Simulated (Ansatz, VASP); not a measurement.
# TlBr: VASP beside Ansatz

Contents of INCAR:

```
SYSTEM = TlBr
PREC = Accurate
ENCUT = 400
EDIFF = 1E-6
ISMEAR = 0
SIGMA = 0.05
LREAL = .False.
LASPH = .True.
NELM = 120
ALGO = Normal
ISIF = 2
LWAVE = .False.
LCHARG = .False.
LDIPOL = .True.
IDIPOL = 3
DIPOL = 0.5 0.5 0.500
GGA = PE
NBANDS = 50
GGA_COMPAT = .False.
NELMDL = -8
```

Contents of KPOINTS:

```
regular mesh
0
Gamma
  7 5 1
  0 0 0
```

Contents of POSCAR:

```
TlBr
1.0
    4.0528301093      0.0000000000      0.0000000000
    0.0000000000      5.7315673066      0.0000000000
    0.0000000000      0.0000000000     23.5973509599
Tl Br
4 4
Direct
    0.0000000000      0.5000000000      0.3178322860
    0.0000000000      0.0000000000      0.4392774287
    0.0000000000      0.5000000000      0.5607225713
    0.0000000000      0.0000000000      0.6821677140
    0.5000000000      0.0000000000      0.3178322860
    0.5000000000      0.5000000000      0.4392774287
    0.5000000000      0.0000000000      0.5607225713
    0.5000000000      0.5000000000      0.6821677140
```

Input for Ansatz:

```yaml
crystal:
  lattice:
    - [4.0528301093, 0.0, 0.0]
    - [0.0, 5.7315673066, 0.0]
    - [0.0, 0.0, 23.5973509599]
  atoms:
    - { symbol: Tl, position: [0.0, 0.5, 0.317832286] }
    - { symbol: Br, position: [0.5, 0.0, 0.317832286] }
    - { symbol: Tl, position: [0.0, 0.0, 0.4392774287] }
    - { symbol: Br, position: [0.5, 0.5, 0.4392774287] }
    - { symbol: Tl, position: [0.0, 0.5, 0.5607225713] }
    - { symbol: Br, position: [0.5, 0.0, 0.5607225713] }
    - { symbol: Tl, position: [0.0, 0.0, 0.682167714] }
    - { symbol: Br, position: [0.5, 0.5, 0.682167714] }
basis:
  ecutwfc: 420
kpoints:
  mp_grid: { grid: [7, 5, 1] }
hamiltonian:
  xc: pbe
scf:
  occupations: { method: gaussian, width: 0.05 }
output:
  forces: true
  eigenvalues: true
  write_density: true
  write_potential: true
  elf: true
  volumetric_format: npy
efield:
  axis: 3
  dipole_correction: true
  ramp_width: 0.04
```

Alike in both runs: task single point; functional PBE; k mesh 7 × 5 × 1; occupations gaussian, width 0.05 eV; no spin polarisation.

|  | VASP | Ansatz |
| --- | --- | --- |
| version | VASP 6.6.1 | Ansatz 0.2.0 |
| potentials or method | VASP PAW PBE potentials, release 64 (Tl_d, Br), cutoff 400 eV | scalar-relativistic, plane waves, PAW |
| valence electrons in the cell | 80 | 80 |

|  | VASP | Ansatz | Ansatz less VASP |
| --- | --- | --- | --- |
| gap on the k mesh at the Fermi level (eV) | 2.36 | 2.35 | -0.002 |
| least direct gap on the mesh (eV) | 2.47 | 2.47 | -0.004 |
| rms of the force components (eV/Å) | 0.073 | 0.073 | +0.0001 |

Neither program's run includes spin-orbit coupling.
